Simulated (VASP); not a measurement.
Runs of VASP 6.6.1 on Lu. The structure is that of space group Fm-3m (No. 225), or close to it. The cells are those of the table. 

```tsv
task	cell	k mesh	cutoff (eV)	gap on the mesh (eV)	pressure (GPa)
single point	a = 3.399 Å, angles 60.0°, 1 atom	12 × 12 × 12	520	none	3.9
single point	a = 3.586 Å, angles 60.0°, 1 atom	12 × 12 × 12	520	none	-2.5
relaxation of cell and atoms	relaxed from a = 3.468 Å, angles 60.0°, 1 atom	11 × 11 × 11	600	none	0.0
single point	a = 3.495 Å, angles 60.0°, 1 atom	11 × 11 × 11	520	none	0.2
single point	a = 3.495 Å, angles 60.0°, 1 atom	18 × 18 × 18	520	none	(a)
```

Alike in all rows: level revPBE; potentials or basis VASP PAW PBE potentials, release 64 (Lu); no spin polarisation; smearing fermi-dirac 0.1 eV.

**Question.** Estimate the missing entries.

**Answer.** (a) 0.1.

Caveats: the PAW data sets were made with another functional, which shifts forces and pressure a little; spin-orbit coupling is left out, which moves the levels of the heavy elements.

A k mesh can miss the band edges, and the runs leave out spin-orbit coupling on Lu.

A gap of «none» marks levels without a gap at the run's occupations.
